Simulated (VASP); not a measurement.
## HfO2: single point with PBE

Crystal: HfO2.

```xyz
12
Lattice="5.1150 0.0000 0.0000 0.0000 -5.1150 0.0000 0.0000 0.0000 -5.1150" Properties=species:S:1:pos:R:3 pbc="T T T"
Hf    0.0530   -2.6105   -2.5575
Hf    2.5575    0.0000   -2.5575
Hf    2.5575   -2.5575    0.0000
Hf    0.0000    0.0000    0.0000
O     1.2788   -1.2788   -1.2788
O     3.8363   -3.8363   -1.2788
O     3.8363   -1.2788   -3.8363
O     1.2788   -3.8363   -3.8363
O     3.8363   -3.8363   -3.8363
O     1.2788   -1.2788   -3.8363
O     1.2788   -3.8363   -1.2788
O     3.8363   -1.2788   -1.2788
```

This cell differs from its parent crystal: atom 1 (Hf) moved +0.075 Å along Cartesian [1 -1 0].

- Program: VASP 6.6.1
- Task: single point
- Functional: PBE
- Potentials or basis: VASP PAW PBE potentials, release 64 (Hf_pv, O)
- Cutoff: 520 eV
- k mesh: 6 × 6 × 6
- Occupations: gaussian, width 0.05 eV
- Spin: no spin polarisation

The pressure is -5.8 GPa and the largest force is 0.994 eV/Å. The band gap on the k mesh is 3.68 eV.

Forces in eV/Å, atoms in the order of the input:
```
Hf  -0.703  0.703  0.000
Hf   0.470 -0.470  0.000
Hf   0.469  0.456  0.000
Hf  -0.456 -0.469  0.000
O    0.032 -0.037 -0.004
O    0.037 -0.032 -0.004
O   -0.009  0.009 -0.040
O    0.050 -0.050 -0.014
O    0.037 -0.032  0.004
O    0.032 -0.037  0.004
O    0.050 -0.050  0.014
O   -0.009  0.009  0.040
```

Stress tensor (GPa, compression positive):
```
-5.84 -0.18  0.00
-0.18 -5.84  0.00
 0.00  0.00 -5.81
```

Levels at points of the mesh, in eV from the valence-band top:
```
           k point  band 40  band 41  band 42  band 43  band 44  band 45  band 46  band 47  band 48  band 49
(0.00, 0.00, 0.00)    -0.62    -0.61    -0.04    -0.04     0.00     3.68     3.68     3.69     3.77     3.78
(0.50, 0.00, 0.00)    -0.82    -0.61    -0.60    -0.23    -0.19     4.31     4.35     4.41     4.51     4.66
(0.00, 0.00, 0.50)    -0.74    -0.69    -0.68    -0.23    -0.20     4.34     4.35     4.46     4.48     4.68
(0.50, 0.50, 0.00)    -2.04    -0.95    -0.74    -0.74    -0.52     4.13     4.18     4.22     4.28     4.99
(0.00, 0.50, 0.50)    -2.05    -0.85    -0.84    -0.63    -0.63     4.17     4.17     4.24     4.25     5.02
(0.50, 0.50, 0.50)    -1.84    -1.83    -1.83    -1.83    -1.82     4.46     4.46     4.46     4.46     4.46
```

Wall time 4.3 min on 1 thread of Intel(R) Xeon(R) Platinum 8488C (Sapphire Rapids), on a shared host, peak memory 0.42 GiB.

Caveat: the cell differs from its parent crystal (atom 1 (Hf) moved +0.075 Å along Cartesian [1 -1 0]); spin-orbit coupling is left out, which moves the levels of the heavy elements. A k mesh can miss the band edges.
